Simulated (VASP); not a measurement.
BaZrO3, 5 atoms in the cell. It takes space group P-6m2 (No. 187, hexagonal). Conventional cell: a = 4.161 Å, b = 4.161 Å, c = 7.823 Å, α = 90.00°, β = 90.00°, γ = 120.00°. Within 3.2 Å of Ba (site symmetry -6m2) lie 9 O at 2.40 to 3.14 Å. Zr (site symmetry -6m2) has 2 O at 1.89 Å within 2.5 Å. O (site symmetry -6m2) has 3 Ba at 2.40 Å and 6 O at 3.14 Å within 3.2 Å. O (site symmetry 3m) has 1 Zr at 1.89 Å within 2.5 Å. 

```yaml
Program: VASP 6.6.1
Task: single point
Functional: PBE
Potentials_or_basis: VASP PAW PBE potentials, release 64 (Ba_sv, Zr_sv, O)
Cutoff: 520 eV
k_mesh: 12 × 12 × 6
Occupations: gaussian, width 0.1 eV
Spin: no spin polarisation
Dipole_correction: no
Further_INCAR_settings: ALGO = Normal; EDIFF = 1e-07; NBANDS = 28
```

Potentials or basis: VASP PAW PBE potentials, release 64 (Ba_sv, Zr_sv, O).

Launch:

```sh
$ cat potpaw_PBE.64/Ba_sv/POTCAR potpaw_PBE.64/Zr_sv/POTCAR potpaw_PBE.64/O/POTCAR > POTCAR
$ mpirun -np 1 vasp_std > vasp.out
```

Hardware: 1 thread of Intel(R) Xeon(R) 6975P-C (Granite Rapids), with other jobs on the host.

Question: How long does it take, and how much memory?

Answer: It took 2.4 min on 1 thread of Intel(R) Xeon(R) 6975P-C (Granite Rapids), on a shared host, peak memory 0.4 GiB. Counts: scf iterations 21, k points 76.
